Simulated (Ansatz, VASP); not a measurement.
**One calculation of PbI2, two programs**

```
CELL_PARAMETERS angstrom
4.55500 0.00000 0.00000
-2.27750 3.94475 0.00000
0.00000 0.00000 7.08165
ATOMIC_POSITIONS crystal
Pb 0.00000 0.00000 0.00000
I 0.33333 0.66667 0.26500
I 0.66667 0.33333 0.73500
```

Change from the starting cell: strain +0.0150 x Voigt [0, 0, 1, 0, 0, 0], atoms carried along.

Alike in both runs: task single point; functional PBEsol; k mesh 9 × 9 × 4; occupations gaussian, width 0.05 eV; no spin polarisation.

|  | VASP | Ansatz |
| --- | --- | --- |
| version | VASP 6.6.1 | Ansatz 0.2.0 |
| potentials or method | VASP PAW PBE potentials, release 64 (Pb_d, I), cutoff 500 eV | scalar-relativistic, plane waves, PAW |
| valence electrons in the cell | 28 | 48 |

Ansatz gave:

* gap on the k mesh at the Fermi level (eV): 2.15
* least direct gap on the mesh (eV): 2.15
* pressure (GPa): -0.3
* rms of the force components (eV/Å): 0.038

Estimate VASP's values.

gap on the k mesh at the Fermi level (eV): 2.15; least direct gap on the mesh (eV): 2.15; pressure (GPa): -0.3; rms of the force components (eV/Å): 0.037.

VASP's potentials were made for PBE, not for PBEsol. Atom by atom the forces differ by 0.001 eV/Å (rms over components). VASP's potentials hold 28 valence electrons a cell and Ansatz's 48, so a difference there can come from the potentials and not from the codes.

Spin-orbit coupling is off throughout.
